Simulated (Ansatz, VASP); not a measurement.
## Two plane-wave programs on InP

Contents of INCAR:

```
  ALGO = Normal
  EDIFF = 1E-6
  ENCUT = 520
  GGA = PS
  ISIF = 2
  ISMEAR = 0
  LASPH = True
  LCHARG = False
  LREAL = False
  LWAVE = False
  NBANDS = 16
  NELM = 100
  PREC = Accurate
  SIGMA = 0.15
```

File KPOINTS:

```
k-points
0
Gamma
  14 14 14
```

File POSCAR:

```
InP
1.0
    0.0000000000      2.8550000000      2.8550000000
    2.8550000000      0.0000000000      2.8550000000
    2.8550000000      2.8550000000      0.0000000000
In P
1 1
Direct
    0.0000000000      0.0000000000      0.0000000000
    0.4781085814      0.4781085814      0.5218914186
```

Input for Ansatz:

```yaml
crystal:
  lattice:
    - [0.0, 2.855, 2.855]
    - [2.855, 0.0, 2.855]
    - [2.855, 2.855, 0.0]
  atoms:
    - { symbol: In, position: [0.0, 0.0, 0.0] }
    - { symbol: P, position: [0.4781085814, 0.4781085814, 0.5218914186] }
basis:
  ecutwfc: 420
kpoints:
  mp_grid: { grid: [14, 14, 14] }
hamiltonian:
  xc: pbesol
scf:
  occupations: { method: gaussian, width: 0.15 }
output:
  forces: true
  stress: true
  eigenvalues: true
```

Change from the starting cell: all P atoms moved +0.125 Å, as atom 2 towards its neighbour atom 1 (In) at 2.855 Å.

Alike in both runs: task single point; functional PBEsol; k mesh 14 × 14 × 14; occupations gaussian, width 0.15 eV; no spin polarisation.

```csv
,VASP,Ansatz
version,VASP 6.6.1,Ansatz 0.2.0
potentials or method,"VASP PAW PBE potentials, release 64 (In_d, P), cutoff 520 eV","scalar-relativistic, plane waves, PAW"
valence electrons in the cell,18,18
```

```csv
,VASP,Ansatz,Ansatz less VASP
gap on the k mesh at the Fermi level (eV),none,none,-
pressure (GPa),-7.9,-7.9,-0.01
"traceless stress, the component that is largest in VASP (GPa)",0.85,0.85,+0.006
rms of the force components (eV/Å),0.065,0.065,-0.0007
```

VASP's potentials were made for PBE, not for PBEsol. Atom by atom the forces differ by 0.001 eV/Å (rms over components). A gap of «none» marks a metal or a gap that the smearing closes. The functional is the same, so the differences come from potentials, cutoffs and numerics.
